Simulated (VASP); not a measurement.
A run of VASP 6.6.1:

File INCAR:

```
ALGO = Normal
EDIFF = 1E-6
EDIFFG = -0.01
ENCUT = 600
GGA = RP
IBRION = 2
ISIF = 3
ISMEAR = -1
LASPH = T
LCHARG = F
LREAL = F
LWAVE = F
NELM = 100
NSW = 80
PREC = Accurate
SIGMA = 0.1
```

File KPOINTS:

```
k-points
0
Gamma
  8 8 12
```

POSCAR

```
Re
1.0
    4.3646887072      0.0000000000      0.0000000000
   -2.1823443536      3.7799313000      0.0000000000
    0.0000000000      0.0000000000      2.6755541775
Re
3
Direct
    0.0000000000      0.0000000000      0.0000000000
    0.3333333333      0.6666666667      0.5000000000
    0.6666666667      0.3333333333      0.5000000000
```

Potentials or basis: VASP PAW PBE potentials, release 64 (Re).

Launch:

```bash
$ cat potpaw_PBE.64/Re/POTCAR > POTCAR
$ mpirun -np 1 vasp_std > vasp.out
```

Hardware: 1 thread of Intel Xeon 8259CL, with other jobs on the host.

Task: Estimate the wall time of this run.

Result: Run time: 5.9 min on 1 thread of Intel Xeon 8259CL, with other jobs on the host, peak memory 0.22 GiB. Counts: scf iterations 52, k points 70, ion steps 6.
